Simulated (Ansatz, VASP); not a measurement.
**Two plane-wave programs on AlN**

```
Al N
1.0
     0.00000    2.03452    1.97348
     2.03452    0.00000    1.97348
     2.03452    2.03452    0.00000
Al N
1 1
Direct
  0.50000 0.50000 0.50000
  0.00000 0.00000 0.00000
```

Change from the starting cell: strain -0.0300 x Voigt [0, 0, 1, 0, 0, 0], atoms carried along.

Alike in both runs: task single point; functional PBEsol; k mesh 10 × 10 × 10; occupations gaussian, width 0.05 eV; no spin polarisation.

|  | VASP | Ansatz |
| --- | --- | --- |
| version | VASP 6.6.1 | Ansatz 0.2.0 |
| potentials or method | VASP PAW PBE potentials, release 64 (Al, N), cutoff 520 eV | scalar-relativistic, plane waves, PAW |
| valence electrons in the cell | 8 | 8 |

```csv
,VASP,Ansatz,Ansatz less VASP
gap on the k mesh at the Fermi level (eV),4.42,4.42,+0.006
least direct gap on the mesh (eV),5.74,5.72,-0.021
pressure (GPa),3.9,3.9,+0.08
"traceless stress, the component that is largest in VASP (GPa)",6.64,6.59,-0.052
```

VASP's potentials were made for PBE, not for PBEsol.
